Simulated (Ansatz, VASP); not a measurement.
**WS2: VASP beside Ansatz**

File INCAR:

```
SYSTEM = WS2
PREC = Accurate
ENCUT = 520
EDIFF = 1E-6
ISMEAR = 0
SIGMA = 0.01
LREAL = .False.
LASPH = .True.
NELM = 60
ALGO = Normal
ISIF = 2
LWAVE = .False.
LCHARG = .False.
IBRION = 2
NSW = 60
EDIFFG = -0.001
```

KPOINTS

```
regular mesh
0
Gamma
  12 12 1
  0 0 0
```

Contents of POSCAR:

```
WS2
1.0
    3.1600000000      0.0000000000      0.0000000000
   -1.5800000000      2.7366402760      0.0000000000
    0.0000000000      0.0000000000     20.0000000000
W S
1 2
Direct
    0.3333333333      0.6666666667      0.5000000000
    0.6666666667      0.3333333333      0.5785000000
    0.6666666667      0.3333333333      0.4215000000
```

Input for Ansatz:

```yaml
crystal:
  lattice:
    - [3.16, 0.0, 0.0]
    - [-1.58, 2.736640276, 0.0]
    - [0.0, 0.0, 20.0]
  atoms:
    - { symbol: W, position: [0.3333333333, 0.6666666667, 0.5] }
    - { symbol: S, position: [0.6666666667, 0.3333333333, 0.5785] }
    - { symbol: S, position: [0.6666666667, 0.3333333333, 0.4215] }
scf:
  occupations: { method: fixed }
output:
  forces: true
  stress: true
  eigenvalues: true
  write_density: true
  write_potential: true
  elf: true
  volumetric_format: npy
hamiltonian:
  xc: lda
basis:
  ecutwfc: 480
kpoints:
  mp_grid: { grid: [12, 12, 1] }
relax:
  f_tol: 0.001
  max_steps: 40
```

Alike in both runs: task relaxation of the atoms; functional LDA; k mesh 12 × 12 × 1; no spin polarisation.

|  | VASP | Ansatz |
| --- | --- | --- |
| version | VASP 6.6.1 | Ansatz 0.2.0 |
| potentials or method | VASP PAW LDA potentials, release 64 (W_sv, S), cutoff 520 eV | scalar-relativistic, plane waves, PAW |
| occupations | gaussian, width 0.01 eV | fixed |
| valence electrons in the cell | 26 | 26 |

Ansatz gave:

```
gap on the k mesh at the Fermi level, each at its own relaxed structure (eV) : 1.82
```

Problem. Which values does VASP return?

Solution. gap on the k mesh at the Fermi level, each at its own relaxed structure (eV): 1.84.

LDA's correlation is that of Perdew and Zunger in VASP and of Perdew and Wang (1992) in Ansatz. Ansatz's warnings: stress scf threshold loose, xc potential rough in thin density.

Spin-orbit coupling is off throughout.
